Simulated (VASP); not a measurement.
# InP (F-43m) in VASP: further runs

The runs below take InP through single point, with r2SCAN.

Program: VASP 6.6.1. These are calculated values, not measurements. Logs are shortened: lines on timing, memory, paths and dates and some standing lists are left out, and cuts for length are marked.

## 1. The cell of the first run

It takes space group F-43m (No. 216, cubic). Conventional cell: a = 5.685 Å, b = 5.685 Å, c = 5.685 Å, α = 90.00°, β = 90.00°, γ = 90.00°. Within 3.3 Å of In (site symmetry -43m) lie 4 P at 2.46 Å. Within 3.3 Å of P (site symmetry -43m) lie 4 In at 2.46 Å.

## 2. Single point, r2SCAN (strain -0.030 along x and y, -0.030 along z)

POSCAR reads:

```
InP
1.0
    0.0000000000      2.8425850000      2.8425850000
    2.8425850000      0.0000000000      2.8425850000
    2.8425850000      2.8425850000      0.0000000000
In P
1 1
Direct
    0.0000000000      0.0000000000      0.0000000000
    0.7500000000      0.7500000000      0.7500000000
```

INCAR.step1 reads:

```
SYSTEM = InP
PREC     = Accurate       ! precision mode
ENCUT    = 520            ! plane-wave cutoff, eV
ISMEAR   = 0              ! smearing method
SIGMA    = 0.05           ! smearing width, eV
LREAL    = .False.        ! projectors in reciprocal space
LASPH    = .True.         ! aspherical terms in the spheres
NELM     = 80             ! most SCF steps
NBANDS   = 16             ! bands
GGA      = PE             ! functional
ALGO     = Normal         ! electronic algorithm
EDIFF    = 1E-4           ! SCF threshold, eV
LWAVE    = .True.         ! write WAVECAR
LCHARG   = .False.        ! write CHGCAR
```

INCAR.step2 reads:

```
SYSTEM = InP
PREC     = Accurate       ! precision mode
ENCUT    = 520            ! plane-wave cutoff, eV
EDIFF    = 1E-7           ! SCF threshold, eV
ISMEAR   = 0              ! smearing method
SIGMA    = 0.05           ! smearing width, eV
LREAL    = .False.        ! projectors in reciprocal space
LASPH    = .True.         ! aspherical terms in the spheres
NELM     = 80             ! most SCF steps
ALGO     = Normal         ! electronic algorithm
ISIF     = 2              ! what is computed and relaxed
LWAVE    = .False.        ! write WAVECAR
LCHARG   = .False.        ! write CHGCAR
METAGGA  = R2SCAN         ! meta-GGA
LMIXTAU  = .True.       
NBANDS   = 16             ! bands
ISTART   = 1
```

KPOINTS reads:

```
regular mesh
0
Gamma
  8 8 8
  0 0 0
```

Potentials or basis: VASP PAW PBE potentials, release 64 (In_d, P).

On the command line:

```
cat potpaw_PBE.64/In_d/POTCAR potpaw_PBE.64/P/POTCAR > POTCAR
cp INCAR.step1 INCAR
mpirun -np 1 vasp_std > vasp.out
cp INCAR.step2 INCAR
mpirun -np 1 vasp_std > vasp.out
```

OUTCAR:

```text
SYSTEM = InP
   PREC = Accurate
   ENCUT = 520
   EDIFF = 1E-7
   ISMEAR = 0
   LREAL = .False.
   LASPH = .True.
   NELM = 80
   ISIF = 2
   METAGGA = R2SCAN
   ISTART = 1

 ion  position               nearest neighbor table
   1  0.000  0.000  0.000-   2 2.46   2 2.46   2 2.46   2 2.46
   2  0.750  0.750  0.750-   1 2.46   1 2.46   1 2.46   1 2.46

  LATTYP: Found a face centered cubic cell.
 ALAT       =     5.6851700000

  Lattice vectors:

 A1 = (   0.0000000000,   2.8425850000,   2.8425850000)
 A2 = (   2.8425850000,   0.0000000000,   2.8425850000)
 A3 = (   2.8425850000,   2.8425850000,   0.0000000000)

Analysis of symmetry for initial positions (statically):
=====================================================================
 Subroutine PRICEL returns:
 Original cell was already a primitive cell.

 Routine SETGRP: Setting up the symmetry group for a
 face centered cubic supercell.

 Subroutine GETGRP returns: Found 24 space group operations
 (whereof 24 operations were pure point group operations)
 out of a pool of 48 trial point group operations.

The static configuration has the point symmetry T_d .

Analysis of symmetry for dynamics (positions and initial velocities):
=====================================================================
 Subroutine PRICEL returns:
 Original cell was already a primitive cell.

 Routine SETGRP: Setting up the symmetry group for a
 face centered cubic supercell.

 Subroutine GETGRP returns: Found 24 space group operations
 (whereof 24 operations were pure point group operations)
 out of a pool of 48 trial point group operations.

The dynamic configuration has the point symmetry T_d .

 Subroutine INISYM returns: Found 24 space group operations
 (whereof 24 operations are pure point group operations),
 and found     1 'primitive' translations

----------------------------------------------------------------------------------------

                                     Primitive cell

  volume of cell :      45.9378

  direct lattice vectors                    reciprocal lattice vectors
     0.000000000  2.842585000  2.842585000    -0.175896235  0.175896235  0.175896235
     2.842585000  0.000000000  2.842585000     0.175896235 -0.175896235  0.175896235
     2.842585000  2.842585000  0.000000000     0.175896235  0.175896235 -0.175896235

  length of vectors
     4.020022259  4.020022259  4.020022259     0.304661216  0.304661216  0.304661216

  position of ions in fractional coordinates (direct lattice)
     0.000000000  0.000000000  0.000000000
     0.750000000  0.750000000  0.750000000

  ion indices of the primitive-cell ions
   primitive index   ion index
                 1           1
                 2           2

----------------------------------------------------------------------------------------

 KPOINTS: regular mesh

Automatic generation of k-mesh.
 Grid dimensions read from file:
 generate k-points for:    8    8    8

 Generating k-lattice:

  Cartesian coordinates                     Fractional coordinates (reciprocal lattice)
    -0.021987029  0.021987029  0.021987029     0.125000000  0.000000000  0.000000000
     0.021987029 -0.021987029  0.021987029     0.000000000  0.125000000  0.000000000
     0.021987029  0.021987029 -0.021987029     0.000000000  0.000000000  0.125000000

  Length of vectors
     0.038082652  0.038082652  0.038082652

  Shift w.r.t. Gamma in fractional coordinates (k-lattice)
     0.000000000  0.000000000  0.000000000

 Subroutine IBZKPT returns following result:
 ===========================================

 Found     29 irreducible k-points:

 Following reciprocal coordinates:
            Coordinates               Weight
  0.000000  0.000000  0.000000      1.000000
  0.125000  0.000000  0.000000      8.000000
  0.250000  0.000000  0.000000      8.000000
  0.375000  0.000000  0.000000      8.000000
  0.500000  0.000000  0.000000      4.000000
  0.125000  0.125000  0.000000      6.000000
[... 16 lines left out ...]
  0.500000  0.250000  0.125000     48.000000
 -0.375000  0.250000  0.125000     24.000000
 [... further k-points ...]
   k-points           NKPTS =     29   k-points in BZ     NKDIM =     29   number of bands    NBANDS=     16
   number of dos      NEDOS =    301   number of ions     NIONS =      2
   total plane-waves  NPLWV =  27000
   dimension x,y,z NGX =    30 NGY =   30 NGZ =   30
   dimension x,y,z NGXF=    60 NGYF=   60 NGZF=   60
   ions per type =               1   1
   NGX,Y,Z   is equivalent  to a cutoff of  12.41, 12.41, 12.41 a.u.
   NGXF,Y,Z  is equivalent  to a cutoff of  24.81, 24.81, 24.81 a.u.
 SYSTEM =  InP
   PREC   = accura    normal or accurate (medium, high low for compatibility)
   ISTART =      1    job   : 0-new  1-cont  2-samecut
   ICHARG =      0    charge: 1-file 2-atom 10-const
   ISPIN  =      1    spin polarized calculation?
   LNONCOLLINEAR =      F non collinear calculations
   LSORBIT =      F    spin-orbit coupling
   LASPH  =      T    aspherical Exc in radial PAW
   ENCUT  =  520.0 eV  38.22 Ry    6.18 a.u.   7.47  7.47  7.47*2*pi/ulx,y,z
   NELM   =     80;   NELMIN=  2; NELMDL=  0     # of ELM steps
   EDIFF  = 0.1E-06   stopping-criterion for ELM
   LREAL  =      F    real-space projection
   EDIFFG = 0.1E-05   stopping-criterion for IOM
   NSW    =      0    number of steps for IOM
   IBRION =     -1    ionic relax: 0-MD 1-quasi-New 2-CG
   NFREE  =      0    steps in history (QN), initial steepest desc. (CG)
   ISIF   =      2    stress and relaxation
   ISYM   =      2    0-nonsym 1-usesym 2-fastsym
   POTIM  = 0.5000    time-step for ionic-motion
   TEBEG  =    0.0;   TEEND  =   0.0 temperature during run
   PSTRESS=    0.0 pullay stress
   NELECT =      18.0000    total number of electrons
   NUPDOWN=      -1.0000    fix difference up-down
   EMIN   =  10.00;   EMAX   =-10.00  energy-range for DOS
   EFERMI =   0.00;   METHOD = LEGACY
   ISMEAR =     0;   SIGMA  =   0.05  broadening in eV -4-tet -1-fermi 0-gaus
   EFERMI_NEDOS =   21; number of points for ismear=-14 and -15
   IALGO  =     38    algorithm
   IMIX   =      4    mixing-type and parameters
     AMIX     =   0.40;   BMIX     =  1.00
     AMIX_MAG =   1.60;   BMIX_MAG =  1.00
  volume/ion in A,a.u.               =      22.97       155.00
  Fermi-wavevector in a.u.,A,eV,Ry     =   1.197960  2.263816 19.525822  1.435107
  Thomas-Fermi vector in A             =   2.333861
   LORBIT       =      0    0 simple, 1 ext, 2 COOP (PROOUT), +10 PAW based schemes
   METAGGA = R2SCAN    functional components
   LHFCALC =     F    Hartree Fock is set to
   AEXX    =    0.0000 exact exchange contribution
   IVDW    =     0    specifies the selected vdW correction
   LEPSILON=     F    determine dielectric tensor
   LRPA    =     F    only Hartree local field effects (RPA)
 non-spin polarized calculation
 Gauss-broadening in eV      SIGMA  =   0.05
  energy-cutoff  :      520.00
  volume of cell :       45.94
 maximum number of plane-waves:      1254
 NGX is ok and might be reduce to    30
   NGX = 15   NGY = 15   NGZ = 15

 number of electron      17.9999990 magnetization

 Free energy of the ion-electron system (eV)
  ---------------------------------------------------
  ext. energy  EPLUGINS =         0.00000000
  ---------------------------------------------------
  free energy    TOTEN  =       -32.14049024 eV

  energy without entropy =      -32.14049024  energy(sigma->0) =      -32.14049024

 E-fermi :   6.3467     XC(G=0): -10.3200

 val. band max:        6.0776467192   @ k =   0.0000   0.0000   0.0000
 cond. band min:       7.7740239425   @ k =   0.0000   0.0000   0.0000
 fundamental gap:      1.6963772232
 Fermi energy:         6.3467143798

 k-point     1 :       0.0000    0.0000    0.0000
  band No.  band energies     occupation
      1      -8.7978      2.00000
      2      -8.7977      2.00000
      3      -8.7977      2.00000
      4      -8.5618      2.00000
      5      -8.5618      2.00000
      6      -6.6152      2.00000
[... 8 lines left out ...]
     15      16.1345      0.00000
     16      16.1345      0.00000

 k-point     2 :       0.1250    0.0000    0.0000
  band No.  band energies     occupation
      1      -8.8314      2.00000
      2      -8.7868      2.00000
      3      -8.7868      2.00000
      4      -8.5617      2.00000
      5      -8.5617      2.00000
      6      -6.3950      2.00000
[... 8 lines left out ...]
     15      15.4252      0.00000
     16      16.4736      0.00000

 k-point     3 :       0.2500    0.0000    0.0000
  band No.  band energies     occupation
      1      -8.9033      2.00000
      2      -8.7632      2.00000
      3      -8.7632      2.00000
      4      -8.5582      2.00000
      5      -8.5582      2.00000
      6      -5.7844      2.00000
[... 8 lines left out ...]
     15      15.2022      0.00000
     16      15.9639      0.00000

 k-point     4 :       0.3750    0.0000    0.0000
  band No.  band energies     occupation
      1      -8.9662      2.00000
      2      -8.7448      2.00000
      3      -8.7448      2.00000
      4      -8.5489      2.00000
      5      -8.5489      2.00000
      6      -4.9571      2.00000
[... 8 lines left out ...]
     15      16.2940      0.00000
     16      16.2940      0.00000
[... 324 lines left out ...]
 k-point    22 :       0.3750    0.2500    0.1250
  band No.  band energies     occupation
      1      -8.9590      2.00000
      2      -8.7346      2.00000
      3      -8.7253      2.00000
      4      -8.5856      2.00000
      5      -8.5399      2.00000
      6      -5.2838      2.00000
[... 8 lines left out ...]
     15      17.1010      0.00000
     16      18.8386      0.00000

 k-point    23 :       0.5000    0.2500    0.1250
  band No.  band energies     occupation
      1      -8.9955      2.00000
      2      -8.7250      2.00000
      3      -8.7038      2.00000
      4      -8.5802      2.00000
      5      -8.5397      2.00000
      6      -4.5237      2.00000
[... 8 lines left out ...]
     15      17.9491      0.00000
     16      18.4289      0.00000

 k-point    24 :      -0.3750    0.2500    0.1250
  band No.  band energies     occupation
      1      -9.0088      2.00000
      2      -8.7234      2.00000
      3      -8.6960      2.00000
      4      -8.5716      2.00000
      5      -8.5434      2.00000
      6      -4.0812      2.00000
[... 8 lines left out ...]
     15      17.6062      0.00000
     16      18.4594      0.00000

 [... further k-points ...]
[... 5 lines left out ...]
  --------------------------------------------------------------------------------------
  -------------------------------------------------------------------------------------
  Total        2.8647987      2.8647987      2.8647987      0.0000000      0.0000000      0.0000000
  in kB       99.9158353     99.9158353     99.9158353      0.0000000      0.0000000      0.0000000
  external PRESSURE =      99.9158353 kB  Pullay stress =       0.0000000 kB

 VOLUME and BASIS-vectors are now :
 -----------------------------------------------------------------------------
  energy-cutoff  :      520.00
  volume of cell :       45.94
      direct lattice vectors                 reciprocal lattice vectors
     0.000000000  2.842585000  2.842585000    -0.175896235  0.175896235  0.175896235
     2.842585000  0.000000000  2.842585000     0.175896235 -0.175896235  0.175896235
     2.842585000  2.842585000  0.000000000     0.175896235  0.175896235 -0.175896235

 POSITION                                       TOTAL-FORCE (eV/Angst)
 -----------------------------------------------------------------------------------
      0.00000      0.00000      0.00000         0.000000      0.000000      0.000000
      4.26388      4.26388      4.26388        -0.000000     -0.000000     -0.000000
 -----------------------------------------------------------------------------------
    total drift:                                0.000003      0.000003      0.000003

  FREE ENERGIE OF THE ION-ELECTRON SYSTEM (eV)
  ---------------------------------------------------
  free  energy   TOTEN  =       -32.1404902400 eV

  energy  without entropy=      -32.1404902400  energy(sigma->0) =      -32.14049024
```

Run time: 2.5 min. Hardware: 1 thread of Intel Xeon 8259CL, shared host; peak memory 0.18 GiB.

Results:

```yaml
Free_energy: -32.1405 eV
Pressure: 10.0 GPa
Band_gap_on_the_k_mesh: 1.70 eV
```

Levels at points of the mesh, in eV from the valence-band top:
```
           k point  band 6  band 7  band 8  band 9  band 10  band 11  band 12  band 13
(0.00, 0.00, 0.00)  -12.69    0.00    0.00    0.00     1.70     4.42     4.42     4.42
(0.50, 0.00, 0.00)  -10.54   -6.43   -1.16   -1.16     2.10     5.15     5.15     7.72
(0.50, 0.50, 0.00)   -9.76   -6.32   -2.75   -2.75     1.84     2.52    10.55    10.95
```

Caveat: the cell differs from its parent crystal (strain -0.030 along x and y, -0.030 along z); the cell stands under pressure; the PAW data sets were made with another functional, which shifts forces and pressure a little; spin-orbit coupling is left out, which moves the levels of the heavy elements.

(Part 1 of 2 ends here.)
